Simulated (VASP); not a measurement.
# Pt (P6_3/mmc) in VASP: notebook

Runs on Pt. Level: LDA. Tasks: single point.

Program: VASP 6.6.1. These are calculated values, not measurements. Logs are shortened: lines on timing, memory, paths and dates and some standing lists are left out, and cuts for length are marked.

## (1) The cell of the first run

The structure is hexagonal, space group P6_3/mmc (No. 194). Conventional cell: a = 2.862 Å, b = 2.862 Å, c = 4.942 Å, α = 90.00°, β = 90.00°, γ = 120.00°. Pt (site symmetry -6m2) has 12 Pt at 2.86 to 2.97 Å within 3.8 Å.

## (2) Single point, LDA

INCAR reads:

```
PREC = Accurate
ENCUT = 520
EDIFF = 1E-6
ISMEAR = 0
SIGMA = 0.15
LREAL = False
LASPH = True
NELM = 60
ALGO = Fast
ISIF = 2
LWAVE = False
LCHARG = False
GGA = CA
NBANDS = 17
```

KPOINTS reads:

```
Automatic mesh
0
Gamma
  21 21 10
```

POSCAR reads:

```
Pt
1.0
    2.8619386323      0.0000000000      0.0000000000
   -1.4309693161      2.4785115596      0.0000000000
    0.0000000000      0.0000000000      4.9418131020
Pt
2
Direct
    0.6666666667      0.3333333333      0.7500000000
    0.3333333333      0.6666666667      0.2500000000
```

Potentials or basis: VASP PAW LDA potentials, release 64 (Pt).

On the command line:

```console
$ cat potpaw_LDA.64/Pt/POTCAR > POTCAR
$ mpirun -np 1 vasp_std > vasp.out
```

OUTCAR:

```text
PREC = Accurate
   ENCUT = 520
   EDIFF = 1E-6
   ISMEAR = 0
   LREAL = False
   LASPH = True
   NELM = 60
   ISIF = 2
   GGA = CA

 ion  position               nearest neighbor table
   1  0.667  0.333  0.750-   2 2.97   2 2.97   2 2.97   2 2.97   2 2.97   2 2.97
   2  0.333  0.667  0.250-   1 2.97   1 2.97   1 2.97   1 2.97   1 2.97   1 2.97

  LATTYP: Found a hexagonal cell.
 ALAT       =     2.8619386323
 C/A-ratio  =     1.7267362222

  Lattice vectors:

 A1 = (   2.8619386323,   0.0000000000,   0.0000000000)
 A2 = (  -1.4309693161,   2.4785115596,   0.0000000000)
 A3 = (   0.0000000000,   0.0000000000,   4.9418131020)

Analysis of symmetry for initial positions (statically):
=====================================================================
 Subroutine PRICEL returns:
 Original cell was already a primitive cell.

 Routine SETGRP: Setting up the symmetry group for a
 hexagonal supercell.

 Subroutine GETGRP returns: Found 24 space group operations
 (whereof 12 operations were pure point group operations)
 out of a pool of 24 trial point group operations.

The static configuration has the point symmetry D_3d.
 The point group associated with its full space group is D_6h.

Analysis of symmetry for dynamics (positions and initial velocities):
=====================================================================
 Subroutine PRICEL returns:
 Original cell was already a primitive cell.

 Routine SETGRP: Setting up the symmetry group for a
 hexagonal supercell.

 Subroutine GETGRP returns: Found 24 space group operations
 (whereof 12 operations were pure point group operations)
 out of a pool of 24 trial point group operations.

The dynamic configuration has the point symmetry D_3d.
 The point group associated with its full space group is D_6h.

 Subroutine INISYM returns: Found 24 space group operations
 (whereof 12 operations are pure point group operations),
 and found     1 'primitive' translations

----------------------------------------------------------------------------------------

                                     Primitive cell

  volume of cell :      35.0540

  direct lattice vectors                    reciprocal lattice vectors
     2.861938632  0.000000000  0.000000000     0.349413502  0.201733979  0.000000000
    -1.430969316  2.478511560  0.000000000     0.000000000  0.403467959  0.000000000
     0.000000000  0.000000000  4.941813102     0.000000000  0.000000000  0.202354881

  length of vectors
     2.861938632  2.861938632  4.941813102     0.403467959  0.403467959  0.202354881

  position of ions in fractional coordinates (direct lattice)
     0.666666667  0.333333333  0.750000000
     0.333333333  0.666666667  0.250000000

  ion indices of the primitive-cell ions
   primitive index   ion index
                 1           1
                 2           2

----------------------------------------------------------------------------------------

 KPOINTS: Automatic mesh

Automatic generation of k-mesh.
 Grid dimensions read from file:
 generate k-points for:   21   21   10

 Generating k-lattice:

  Cartesian coordinates                     Fractional coordinates (reciprocal lattice)
     0.016638738  0.009606380  0.000000000     0.047619048  0.000000000  0.000000000
     0.000000000  0.019212760  0.000000000     0.000000000  0.047619048  0.000000000
     0.000000000  0.000000000  0.020235488     0.000000000  0.000000000  0.100000000

  Length of vectors
     0.019212760  0.019212760  0.020235488

  Shift w.r.t. Gamma in fractional coordinates (k-lattice)
     0.000000000  0.000000000  0.000000000

 Subroutine IBZKPT returns following result:
 ===========================================

 Found    288 irreducible k-points:

 Following reciprocal coordinates:
            Coordinates               Weight
  0.000000  0.000000  0.000000      1.000000
  0.047619 -0.000000  0.000000      6.000000
  0.095238 -0.000000  0.000000      6.000000
  0.142857  0.000000  0.000000      6.000000
  0.190476 -0.000000  0.000000      6.000000
  0.238095  0.000000  0.000000      6.000000
[... 16 lines left out ...]
  0.142857  0.095238  0.000000     12.000000
  0.190476  0.095238  0.000000     12.000000
 [... further k-points ...]
   k-points           NKPTS =    288   k-points in BZ     NKDIM =    288   number of bands    NBANDS=     17
   number of dos      NEDOS =    301   number of ions     NIONS =      2
   total plane-waves  NPLWV =  23040
   dimension x,y,z NGX =    24 NGY =   24 NGZ =   40
   dimension x,y,z NGXF=    48 NGYF=   48 NGZF=   80
   ions per type =               2
   NGX,Y,Z   is equivalent  to a cutoff of  13.94, 13.94, 13.46 a.u.
   NGXF,Y,Z  is equivalent  to a cutoff of  27.88, 27.88, 26.91 a.u.
 SYSTEM =  unknown system
   PREC   = accura    normal or accurate (medium, high low for compatibility)
   ISTART =      0    job   : 0-new  1-cont  2-samecut
   ICHARG =      2    charge: 1-file 2-atom 10-const
   ISPIN  =      1    spin polarized calculation?
   LNONCOLLINEAR =      F non collinear calculations
   LSORBIT =      F    spin-orbit coupling
   LASPH  =      T    aspherical Exc in radial PAW
   ENCUT  =  520.0 eV  38.22 Ry    6.18 a.u.   5.32  5.32  9.19*2*pi/ulx,y,z
   NELM   =     60;   NELMIN=  2; NELMDL= -5     # of ELM steps
   EDIFF  = 0.1E-05   stopping-criterion for ELM
   LREAL  =      F    real-space projection
   EDIFFG = 0.1E-04   stopping-criterion for IOM
   NSW    =      0    number of steps for IOM
   IBRION =     -1    ionic relax: 0-MD 1-quasi-New 2-CG
   NFREE  =      0    steps in history (QN), initial steepest desc. (CG)
   ISIF   =      2    stress and relaxation
   ISYM   =      2    0-nonsym 1-usesym 2-fastsym
   POTIM  = 0.5000    time-step for ionic-motion
   TEBEG  =    0.0;   TEEND  =   0.0 temperature during run
   PSTRESS=    0.0 pullay stress
   NELECT =      20.0000    total number of electrons
   NUPDOWN=      -1.0000    fix difference up-down
   EMIN   =  10.00;   EMAX   =-10.00  energy-range for DOS
   EFERMI =   0.00;   METHOD = LEGACY
   ISMEAR =     0;   SIGMA  =   0.15  broadening in eV -4-tet -1-fermi 0-gaus
   EFERMI_NEDOS =   21; number of points for ismear=-14 and -15
   IALGO  =     68    algorithm
   IMIX   =      4    mixing-type and parameters
     AMIX     =   0.40;   BMIX     =  1.00
     AMIX_MAG =   1.60;   BMIX_MAG =  1.00
  volume/ion in A,a.u.               =      17.53       118.28
  Fermi-wavevector in a.u.,A,eV,Ry     =   1.357810  2.565889 25.084350  1.843648
  Thomas-Fermi vector in A             =   2.484697
   LORBIT       =      0    0 simple, 1 ext, 2 COOP (PROOUT), +10 PAW based schemes
   GGA     = CA    functional components
   LHFCALC =     F    Hartree Fock is set to
   AEXX    =    0.0000 exact exchange contribution
   IVDW    =     0    specifies the selected vdW correction
   LEPSILON=     F    determine dielectric tensor
   LRPA    =     F    only Hartree local field effects (RPA)
 non-spin polarized calculation
 RMM-DIIS sequential band-by-band and
 Gauss-broadening in eV      SIGMA  =   0.15
  energy-cutoff  :      520.00
  volume of cell :       35.05
 maximum number of plane-waves:       978
 NGX is ok and might be reduce to    24
   NGX = 11   NGY = 11   NGZ = 19

 number of electron      20.0000002 magnetization

 Free energy of the ion-electron system (eV)
  ---------------------------------------------------
  ext. energy  EPLUGINS =         0.00000000
  ---------------------------------------------------
  free energy    TOTEN  =       -14.28855306 eV

  energy without entropy =      -14.23516875  energy(sigma->0) =      -14.26186090

 E-fermi :   8.4156     XC(G=0): -12.8256

 val. band max:        8.4141065669   @ k =   0.0476  -0.0000   0.2000
 cond. band min:       8.4169571752   @ k =   0.3333   0.1905   0.5000
 fundamental gap:      0.0028506083
 Fermi energy:         8.4156223720

 k-point     1 :       0.0000    0.0000    0.0000
  band No.  band energies     occupation
      1      -0.2348      2.00000
      2       2.3136      2.00000
      3       5.1066      2.00000
      4       5.5229      2.00000
      5       5.5229      2.00000
      6       5.8325      2.00000
[... 9 lines left out ...]
     16      25.6182      0.00000
     17      28.1809      0.00000

 k-point     2 :       0.0476   -0.0000    0.0000
  band No.  band energies     occupation
      1      -0.1603      2.00000
      2       2.3815      2.00000
      3       5.1008      2.00000
      4       5.5202      2.00000
      5       5.5766      2.00000
      6       5.7985      2.00000
[... 9 lines left out ...]
     16      25.6733      0.00000
     17      27.6974      0.00000

 k-point     3 :       0.0952   -0.0000    0.0000
  band No.  band energies     occupation
      1       0.0597      2.00000
      2       2.5771      2.00000
      3       5.0543      2.00000
      4       5.5390      2.00000
      5       5.7190      2.00000
      6       5.7360      2.00000
[... 9 lines left out ...]
     16      25.5766      0.00000
     17      26.9326      0.00000

 k-point     4 :       0.1429    0.0000    0.0000
  band No.  band energies     occupation
      1       0.4138      2.00000
      2       2.8712      2.00000
      3       4.9493      2.00000
      4       5.4879      2.00000
      5       5.7646      2.00000
      6       5.9633      2.00000
[... 9 lines left out ...]
     16      25.3677      0.00000
     17      25.8160      0.00000
[... 343 lines left out ...]
      1       0.6218      2.00000
      2       3.0456      2.00000
      3       4.8525      2.00000
      4       5.4948      2.00000
      5       5.7056      2.00000
      6       5.7546      2.00000
[... 9 lines left out ...]
     16      25.3156      0.00000
     17      26.4706      0.00000

 k-point    23 :       0.1429    0.0952    0.0000
  band No.  band energies     occupation
      1       1.0814      2.00000
      2       3.3762      2.00000
      3       4.7083      2.00000
      4       5.2901      2.00000
      5       5.3561      2.00000
      6       5.8927      2.00000
[... 9 lines left out ...]
     16      25.4681      0.00000
     17      25.9398      0.00000

 k-point    24 :       0.1905    0.0952    0.0000
  band No.  band energies     occupation
      1       1.6183      2.00000
      2       3.6261      2.00000
      3       4.6682      2.00000
      4       4.8594      2.00000
      5       5.2492      2.00000
      6       5.9255      2.00000
[... 9 lines left out ...]
     16      24.6659      0.00000
     17      26.1847      0.00000

 [... further k-points ...]

------------------------ aborting loop because EDIFF is reached ----------------------------------------

  FORCE on cell =-STRESS in cart. coord.  units (eV):
  Direction    XX          YY          ZZ          XY          YZ          ZX
  --------------------------------------------------------------------------------------
  -------------------------------------------------------------------------------------
  Total       -7.0910747     -7.0910747     -6.4292615     -0.0000000     -0.0000000     -0.0000000
  in kB     -324.1045017   -324.1045017   -293.8556815     -0.0000000     -0.0000000     -0.0000000
  external PRESSURE =    -314.0215616 kB  Pullay stress =       0.0000000 kB

 VOLUME and BASIS-vectors are now :
 -----------------------------------------------------------------------------
  energy-cutoff  :      520.00
  volume of cell :       35.05
      direct lattice vectors                 reciprocal lattice vectors
     2.861938632  0.000000000  0.000000000     0.349413502  0.201733979  0.000000000
    -1.430969316  2.478511560  0.000000000     0.000000000  0.403467959  0.000000000
     0.000000000  0.000000000  4.941813102     0.000000000  0.000000000  0.202354881

 POSITION                                       TOTAL-FORCE (eV/Angst)
 -----------------------------------------------------------------------------------
      1.43097      0.82617      3.70636         0.000000      0.000000      0.000000
     -0.00000      1.65234      1.23545        -0.000000     -0.000000      0.000000
 -----------------------------------------------------------------------------------
    total drift:                               -0.000000      0.000000     -0.000000

  FREE ENERGIE OF THE ION-ELECTRON SYSTEM (eV)
  ---------------------------------------------------
  free  energy   TOTEN  =       -14.2885530554 eV

  energy  without entropy=      -14.2351687497  energy(sigma->0) =      -14.26186090
```

Wall time 85 s (1 thread of Intel Xeon Platinum 8375C at 2.90GHz (Ice Lake), shared host); peak memory 0.25 GiB.

What came out:

| Property | Result |
| --- | --- |
| Free energy | -14.2886 eV |
| Pressure | -31.4 GPa |
| Band gap on the k mesh | zero (band 10 reaches 8.77 eV, above the bottom of band 11 at 7.75 eV) |

Caveat: spin-orbit coupling is left out, which moves the levels of the heavy elements.

## (3) Single point, LDA

This run uses another cell than the first one, of 12.18 Å³/atom, 0.695 times its volume.

INCAR reads:

```
PREC = Accurate ; ENCUT = 520
EDIFF = 1E-6 ; ISMEAR = 0
SIGMA = 0.15 ; LREAL = False
LASPH = True ; NELM = 60
ALGO = Normal ; ISIF = 2
LWAVE = False ; LCHARG = False
GGA = CA ; NBANDS = 17
```

KPOINTS is that of step 2.

POSCAR reads:

```
Pt
1.0
    2.5349048657      0.0000000000      0.0000000000
   -1.2674524328      2.1952920098      0.0000000000
    0.0000000000      0.0000000000      4.3771120513
Pt
2
Direct
    0.6666666667      0.3333333333      0.7500000000
    0.3333333333      0.6666666667      0.2500000000
```

Potentials or basis: VASP PAW LDA potentials, release 64 (Pt).

On the command line:

```console
$ cat potpaw_LDA.64/Pt/POTCAR > POTCAR
$ mpirun -np 1 vasp_std > vasp.out
```

Run time: 60 s. Hardware: 1 thread of Intel Xeon Platinum 8375C at 2.90GHz (Ice Lake), shared host; peak memory 0.21 GiB.

It converged, with:

* Free energy: -13.4702 eV
* Pressure: 103.3 GPa
* Band gap on the k mesh: zero (band 10 reaches 16.58 eV, above the bottom of band 11 at 14.60 eV)

Stress tensor (GPa, compression positive):
```
107.71   0.00   0.00
  0.00 107.71   0.00
  0.00   0.00  94.47
```

Levels at points of the mesh, in eV from the Fermi level:
| k point | band 6 | band 7 | band 8 | band 9 | band 10 | band 11 | band 12 | band 13 | band 14 | band 15 |
| --- | --- | --- | --- | --- | --- | --- | --- | --- | --- | --- |
| (0.00, 0.00, 0.00) | -4.63 | -4.63 | -2.83 | -2.83 | -1.88 | -0.34 | -0.34 | 6.74 | 14.20 | 15.23 |
| (0.00, 0.00, 0.50) | -5.21 | -5.21 | -5.21 | -1.20 | -1.20 | -1.20 | -1.20 | 13.24 | 13.24 | 15.76 |

Caveat: spin-orbit coupling is left out, which moves the levels of the heavy elements.

## (4) Single point, LDA

This run uses another cell than the first one, of 12.85 Å³/atom, 0.733 times its volume.

INCAR reads:

```
ALGO = Normal
EDIFF = 1E-6
ENCUT = 520
GGA = CA
ISIF = 2
ISMEAR = 0
LASPH = True
LCHARG = True
LELF = True
LREAL = False
LVHAR = True
LWAVE = False
NBANDS = 17
NELM = 100
PREC = Accurate
SIGMA = 0.15
```

KPOINTS reads:

```
k-points
0
Gamma
  21 21 10
```

POSCAR reads:

```
Pt
1.0
    2.5804946569      0.0000000000      0.0000000000
   -1.2902473284      2.2347739272      0.0000000000
    0.0000000000      0.0000000000      4.4558335951
Pt
2
Direct
    0.6666666667      0.3333333333      0.7500000000
    0.3333333333      0.6666666667      0.2500000000
```

On the command line:

```console
$ cat potpaw_LDA.64/Pt/POTCAR > POTCAR
$ mpirun -np 1 vasp_std > vasp.out
```

Run time: 71 s. Hardware: 1 thread of Intel Xeon Platinum 8375C at 2.90GHz (Ice Lake), shared host; peak memory 0.21 GiB.

Results (log left out):

```yaml
Free_energy: -14.1714 eV
Pressure: 66.0 GPa
Band_gap_on_the_k_mesh: zero (band 10 reaches 15.22 eV, above the bottom of band 11 at 13.42 eV)
```

Stress tensor (GPa, compression positive):
```
69.01  0.00  0.00
 0.00 69.01  0.00
 0.00  0.00 60.01
```

Levels at points of the mesh, in eV from the Fermi level:
```tsv
k point	band 7	band 8	band 9	band 10	band 11	band 12	band 13	band 14
(0.00, 0.00, 0.00)	-4.25	-2.59	-2.59	-1.64	-0.31	-0.31	6.27	14.47
(0.00, 0.00, 0.50)	-4.78	-4.78	-1.10	-1.10	-1.10	-1.10	13.17	13.17
```

Caveat: spin-orbit coupling is left out, which moves the levels of the heavy elements.

## (5) Overview

| cell | gap on the mesh (eV) | pressure (GPa) |
| --- | --- | --- |
| a = 2.862, b = 2.862, c = 4.942 Å, angles 90.0, 90.0, 120.0°, 2 atoms | none | -31.4 |
| a = 2.535, b = 2.535, c = 4.377 Å, angles 90.0, 90.0, 120.0°, 2 atoms | none | 103.3 |
| a = 2.580, b = 2.580, c = 4.456 Å, angles 90.0, 90.0, 120.0°, 2 atoms | none | 66.0 |

Alike in all rows: task single point; level LDA; potentials or basis VASP PAW LDA potentials, release 64 (Pt); no spin polarisation; k mesh 21 × 21 × 10; cutoff (eV) 520; smearing gaussian 0.15 eV.

Caveats: spin-orbit coupling is left out, which moves the levels of the heavy elements.

Total energies depend on the potentials used, so only differences within one code and one set of settings carry meaning.
